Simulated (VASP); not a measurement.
# SnO2 (P4_2/mnm) in VASP: a series of runs

The runs below take SnO2 through single point, with PBE.

Everything below comes from runs of VASP 6.6.1. Logs are shortened: lines on timing, memory, paths and dates and some standing lists are left out, and cuts for length are marked.

## Step 1: The cell of the first run

The structure is tetragonal, space group P4_2/mnm (No. 136). The conventional cell has a = 5.081 Å, b = 5.081 Å, c = 3.238 Å, α = 90.00°, β = 90.00°, γ = 90.00°. Within 2.8 Å of Sn (site symmetry mmm) lie 6 O at 2.13 to 2.20 Å. Within 2.8 Å of O (site symmetry m2m) lie 3 Sn at 2.13 to 2.20 Å and 1 O at 2.78 Å.

## Step 2: Single point, PBE (strain +0.0525 x Voigt [1, 1, 0, 0, 0, 0])

INCAR

```
ALGO = Normal ; EDIFF = 1E-6
ENCUT = 520 ; GGA = PE
ISIF = 2 ; ISMEAR = 0
LASPH = T ; LCHARG = T
LELF = T ; LREAL = F
LVHAR = T ; LWAVE = F
NBANDS = 35 ; NELM = 100
PREC = Accurate ; SIGMA = 0.05
```

KPOINTS

```
k-points
0
Gamma
  6 6 8
```

POSCAR

```
SnO2
1.0
    5.0811595089      0.0000000000      0.0000000000
    0.0000000000      5.0811595089      0.0000000000
    0.0000000000      0.0000000000      3.2379909407
Sn O
2 4
Direct
    0.0000000000      0.0000000000      0.0000000000
    0.5000000000      0.5000000000      0.5000000000
    0.3066050867      0.3066050867      0.0000000000
    0.1933949133      0.8066050867      0.5000000000
    0.6933949133      0.6933949133      0.0000000000
    0.8066050867      0.1933949133      0.5000000000
```

Potentials or basis: VASP PAW PBE potentials, release 64 (Sn_d, O).

Run with:

```
$ cat potpaw_PBE.64/Sn_d/POTCAR potpaw_PBE.64/O/POTCAR > POTCAR
$ mpirun -np 1 vasp_std > vasp.out
```

OUTCAR:

```text
EDIFF = 1E-6
   ENCUT = 520
   GGA = PE
   ISIF = 2
   ISMEAR = 0
   LASPH = T
   LREAL = F
   NELM = 100
   PREC = Accurate

 ion  position               nearest neighbor table
   1  0.000  0.000  0.000-   4 2.13   6 2.13   4 2.13   6 2.13   5 2.20   3 2.20
   2  0.500  0.500  0.500-   3 2.13   5 2.13   3 2.13   5 2.13   4 2.20   6 2.20
   3  0.307  0.307  0.000-   2 2.13   2 2.13   1 2.20
   4  0.193  0.807  0.500-   1 2.13   1 2.13   2 2.20
   5  0.693  0.693  0.000-   2 2.13   2 2.13   1 2.20
   6  0.807  0.193  0.500-   1 2.13   1 2.13   2 2.20

  LATTYP: Found a simple tetragonal cell.
 ALAT       =     5.0811595089
 C/A-ratio  =     0.6372543383

  Lattice vectors:

 A1 = (   5.0811595089,   0.0000000000,   0.0000000000)
 A2 = (   0.0000000000,   5.0811595089,   0.0000000000)
 A3 = (   0.0000000000,   0.0000000000,   3.2379909407)

Analysis of symmetry for initial positions (statically):
=====================================================================
 Subroutine PRICEL returns:
 Original cell was already a primitive cell.

 Routine SETGRP: Setting up the symmetry group for a
 simple tetragonal supercell.

 Subroutine GETGRP returns: Found 16 space group operations
 (whereof  8 operations were pure point group operations)
 out of a pool of 16 trial point group operations.

The static configuration has the point symmetry D_2h.
 The point group associated with its full space group is D_4h.

Analysis of symmetry for dynamics (positions and initial velocities):
=====================================================================
 Subroutine PRICEL returns:
 Original cell was already a primitive cell.

 Routine SETGRP: Setting up the symmetry group for a
 simple tetragonal supercell.

 Subroutine GETGRP returns: Found 16 space group operations
 (whereof  8 operations were pure point group operations)
 out of a pool of 16 trial point group operations.

The dynamic configuration has the point symmetry D_2h.
 The point group associated with its full space group is D_4h.

 Subroutine INISYM returns: Found 16 space group operations
 (whereof  8 operations are pure point group operations),
 and found     1 'primitive' translations

----------------------------------------------------------------------------------------

                                     Primitive cell

  volume of cell :      83.5990

  direct lattice vectors                    reciprocal lattice vectors
     5.081159509  0.000000000  0.000000000     0.196805473  0.000000000  0.000000000
     0.000000000  5.081159509  0.000000000     0.000000000  0.196805473  0.000000000
     0.000000000  0.000000000  3.237990941     0.000000000  0.000000000  0.308833477

  length of vectors
     5.081159509  5.081159509  3.237990941     0.196805473  0.196805473  0.308833477

  position of ions in fractional coordinates (direct lattice)
     0.000000000  0.000000000  0.000000000
     0.500000000  0.500000000  0.500000000
     0.306605087  0.306605087  0.000000000
     0.193394913  0.806605087  0.500000000
     0.693394913  0.693394913  0.000000000
     0.806605087  0.193394913  0.500000000

  ion indices of the primitive-cell ions
   primitive index   ion index
                 1           1
                 2           2
                 3           3
                 4           4
                 5           5
                 6           6

----------------------------------------------------------------------------------------

 KPOINTS: k-points

Automatic generation of k-mesh.
 Grid dimensions read from file:
 generate k-points for:    6    6    8

 Generating k-lattice:

  Cartesian coordinates                     Fractional coordinates (reciprocal lattice)
     0.032800912  0.000000000  0.000000000     0.166666667  0.000000000  0.000000000
     0.000000000  0.032800912  0.000000000     0.000000000  0.166666667  0.000000000
     0.000000000  0.000000000  0.038604185     0.000000000  0.000000000  0.125000000

  Length of vectors
     0.032800912  0.032800912  0.038604185

  Shift w.r.t. Gamma in fractional coordinates (k-lattice)
     0.000000000  0.000000000  0.000000000

 Subroutine IBZKPT returns following result:
 ===========================================

 Found     50 irreducible k-points:

 Following reciprocal coordinates:
            Coordinates               Weight
  0.000000  0.000000  0.000000      1.000000
  0.166667  0.000000  0.000000      4.000000
  0.333333  0.000000  0.000000      4.000000
  0.500000  0.000000  0.000000      2.000000
  0.166667  0.166667  0.000000      4.000000
  0.333333  0.166667  0.000000      8.000000
[... 16 lines left out ...]
  0.333333  0.000000  0.250000      8.000000
  0.500000  0.000000  0.250000      4.000000
 [... further k-points ...]
   k-points           NKPTS =     50   k-points in BZ     NKDIM =     50   number of bands    NBANDS=     35
   number of dos      NEDOS =    301   number of ions     NIONS =      6
   total plane-waves  NPLWV =  38400
   dimension x,y,z NGX =    40 NGY =   40 NGZ =   24
   dimension x,y,z NGXF=    80 NGYF=   80 NGZF=   48
   ions per type =               2   4
   NGX,Y,Z   is equivalent  to a cutoff of  13.09, 13.09, 12.32 a.u.
   NGXF,Y,Z  is equivalent  to a cutoff of  26.17, 26.17, 24.64 a.u.
 SYSTEM =  unknown system
   PREC   = accura    normal or accurate (medium, high low for compatibility)
   ISTART =      0    job   : 0-new  1-cont  2-samecut
   ICHARG =      2    charge: 1-file 2-atom 10-const
   ISPIN  =      1    spin polarized calculation?
   LNONCOLLINEAR =      F non collinear calculations
   LSORBIT =      F    spin-orbit coupling
   LASPH  =      T    aspherical Exc in radial PAW
   ENCUT  =  520.0 eV  38.22 Ry    6.18 a.u.   9.45  9.45  6.02*2*pi/ulx,y,z
   NELM   =    100;   NELMIN=  2; NELMDL= -5     # of ELM steps
   EDIFF  = 0.1E-05   stopping-criterion for ELM
   LREAL  =      F    real-space projection
   EDIFFG = 0.1E-04   stopping-criterion for IOM
   NSW    =      0    number of steps for IOM
   IBRION =     -1    ionic relax: 0-MD 1-quasi-New 2-CG
   NFREE  =      0    steps in history (QN), initial steepest desc. (CG)
   ISIF   =      2    stress and relaxation
   ISYM   =      2    0-nonsym 1-usesym 2-fastsym
   POTIM  = 0.5000    time-step for ionic-motion
   TEBEG  =    0.0;   TEEND  =   0.0 temperature during run
   PSTRESS=    0.0 pullay stress
   NELECT =      52.0000    total number of electrons
   NUPDOWN=      -1.0000    fix difference up-down
   EMIN   =  10.00;   EMAX   =-10.00  energy-range for DOS
   EFERMI =   0.00;   METHOD = LEGACY
   ISMEAR =     0;   SIGMA  =   0.05  broadening in eV -4-tet -1-fermi 0-gaus
   EFERMI_NEDOS =   21; number of points for ismear=-14 and -15
   IALGO  =     38    algorithm
   IMIX   =      4    mixing-type and parameters
     AMIX     =   0.40;   BMIX     =  1.00
     AMIX_MAG =   1.60;   BMIX_MAG =  1.00
  volume/ion in A,a.u.               =      13.93        94.03
  Fermi-wavevector in a.u.,A,eV,Ry     =   1.397469  2.640833 26.571084  1.952920
  Thomas-Fermi vector in A             =   2.520722
   LORBIT       =      0    0 simple, 1 ext, 2 COOP (PROOUT), +10 PAW based schemes
   GGA     = PE    functional components
   LHFCALC =     F    Hartree Fock is set to
   AEXX    =    0.0000 exact exchange contribution
   IVDW    =     0    specifies the selected vdW correction
   LEPSILON=     F    determine dielectric tensor
   LRPA    =     F    only Hartree local field effects (RPA)
 non-spin polarized calculation
 Gauss-broadening in eV      SIGMA  =   0.05
  energy-cutoff  :      520.00
  volume of cell :       83.60
 maximum number of plane-waves:      2276
 NGX is ok and might be reduce to    40
   NGX = 19   NGY = 19   NGZ = 13

 number of electron      52.0000005 magnetization

 Free energy of the ion-electron system (eV)
  ---------------------------------------------------
  ext. energy  EPLUGINS =         0.00000000
  ---------------------------------------------------
  free energy    TOTEN  =       -36.95033211 eV

  energy without entropy =      -36.95016200  energy(sigma->0) =      -36.95024705

 E-fermi :   4.3646     XC(G=0): -10.4279

 val. band max:        4.3168865897   @ k =   0.0000   0.0000   0.0000
 cond. band min:       4.3944170576   @ k =   0.0000   0.0000   0.0000
 fundamental gap:      0.0775304680
 Fermi energy:         4.3645727818

 k-point     1 :       0.0000    0.0000    0.0000
  band No.  band energies     occupation
      1     -16.5832      2.00000
      2     -16.1691      2.00000
      3     -15.9843      2.00000
      4     -15.9471      2.00000
      5     -15.9471      2.00000
      6     -15.9068      2.00000
[... 27 lines left out ...]
     34      14.4839      0.00000
     35      15.9571      0.00000

 k-point     2 :       0.1667    0.0000    0.0000
  band No.  band energies     occupation
      1     -16.5577      2.00000
      2     -16.1951      2.00000
      3     -15.9824      2.00000
      4     -15.9461      2.00000
      5     -15.9461      2.00000
      6     -15.9137      2.00000
[... 27 lines left out ...]
     34      14.9025      0.00000
     35      15.9586      0.00000

 k-point     3 :       0.3333    0.0000    0.0000
  band No.  band energies     occupation
      1     -16.4856      2.00000
      2     -16.2723      2.00000
      3     -15.9763      2.00000
      4     -15.9442      2.00000
      5     -15.9441      2.00000
      6     -15.9429      2.00000
[... 27 lines left out ...]
     34      15.5809      0.00000
     35      15.9861      0.00000

 k-point     4 :       0.5000    0.0000    0.0000
  band No.  band energies     occupation
      1     -16.3812      2.00000
      2     -16.3812      2.00000
      3     -15.9642      2.00000
      4     -15.9642      2.00000
      5     -15.9431      2.00000
      6     -15.9431      2.00000
[... 27 lines left out ...]
     34      15.7720      0.00000
     35      15.9503      0.00000

 k-point     5 :       0.1667    0.1667    0.0000
  band No.  band energies     occupation
      1     -16.5367      2.00000
      2     -16.2205      2.00000
      3     -15.9805      2.00000
      4     -15.9473      2.00000
      5     -15.9440      2.00000
      6     -15.9252      2.00000
[... 638 lines left out ...]
 k-point    22 :       0.1667    0.0000    0.2500
  band No.  band energies     occupation
      1     -16.3934      2.00000
      2     -16.2670      2.00000
      3     -16.2095      2.00000
      4     -16.0122      2.00000
      5     -15.9096      2.00000
      6     -15.8970      2.00000
[... 27 lines left out ...]
     34      15.0349      0.00000
     35      15.7195      0.00000

 k-point    23 :       0.3333    0.0000    0.2500
  band No.  band energies     occupation
      1     -16.3937      2.00000
      2     -16.3217      2.00000
      3     -16.1437      2.00000
      4     -16.0294      2.00000
      5     -15.9096      2.00000
      6     -15.9034      2.00000
[... 27 lines left out ...]
     34      15.2590      0.00000
     35      16.0076      0.00000

 k-point    24 :       0.5000    0.0000    0.2500
  band No.  band energies     occupation
      1     -16.3695      2.00000
      2     -16.3695      2.00000
      3     -16.0762      2.00000
      4     -16.0762      2.00000
      5     -15.9078      2.00000
      6     -15.9078      2.00000
[... 27 lines left out ...]
     34      15.2273      0.00000
     35      16.1881      0.00000

 [... further k-points ...]

------------------------ aborting loop because EDIFF is reached ----------------------------------------

  FORCE on cell =-STRESS in cart. coord.  units (eV):
  Direction    XX          YY          ZZ          XY          YZ          ZX
  --------------------------------------------------------------------------------------
  -------------------------------------------------------------------------------------
  Total       -7.0532545     -7.0532545     -5.0736905      0.0000000      0.0000000      0.0000000
  in kB     -135.1757702   -135.1757702    -97.2373842      0.0000000      0.0000000      0.0000000
  external PRESSURE =    -122.5296416 kB  Pullay stress =       0.0000000 kB

 VOLUME and BASIS-vectors are now :
 -----------------------------------------------------------------------------
  energy-cutoff  :      520.00
  volume of cell :       83.60
      direct lattice vectors                 reciprocal lattice vectors
     5.081159509  0.000000000  0.000000000     0.196805473  0.000000000  0.000000000
     0.000000000  5.081159509  0.000000000     0.000000000  0.196805473  0.000000000
     0.000000000  0.000000000  3.237990941     0.000000000  0.000000000  0.308833477

 POSITION                                       TOTAL-FORCE (eV/Angst)
 -----------------------------------------------------------------------------------
      0.00000      0.00000      0.00000        -0.000000      0.000000      0.000000
      2.54058      2.54058      1.61900        -0.000000      0.000000      0.000000
      1.55791      1.55791      0.00000         0.276576      0.276576      0.000000
      0.98267      4.09849      1.61900        -0.276576      0.276576      0.000000
      3.52325      3.52325      0.00000        -0.276576     -0.276576      0.000000
      4.09849      0.98267      1.61900         0.276576     -0.276576      0.000000
 -----------------------------------------------------------------------------------
    total drift:                                0.000000      0.000000      0.000000

  FREE ENERGIE OF THE ION-ELECTRON SYSTEM (eV)
  ---------------------------------------------------
  free  energy   TOTEN  =       -36.9503321079 eV

  energy  without entropy=      -36.9501620009  energy(sigma->0) =      -36.95024705
```

Wall time 4.2 min (1 thread of AMD EPYC 7R13, shared host); peak memory 0.22 GiB.

Results:

```
Free energy            : -36.9503 eV
Pressure               : -12.3 GPa
Largest force          : 0.391 eV/Å
Band gap on the k mesh : 0.08 eV, direct
```

Forces on the atoms (eV/Å):
```
Sn   0.000  0.000  0.000
Sn   0.000  0.000  0.000
O    0.277  0.277  0.000
O   -0.277  0.277  0.000
O   -0.277 -0.277  0.000
O    0.277 -0.277  0.000
```

Caveat: the cell differs from its parent crystal (strain +0.0525 x Voigt [1, 1, 0, 0, 0, 0]); spin-orbit coupling is left out, which moves the levels of the heavy elements.

(Part 1 of 2 ends here.)
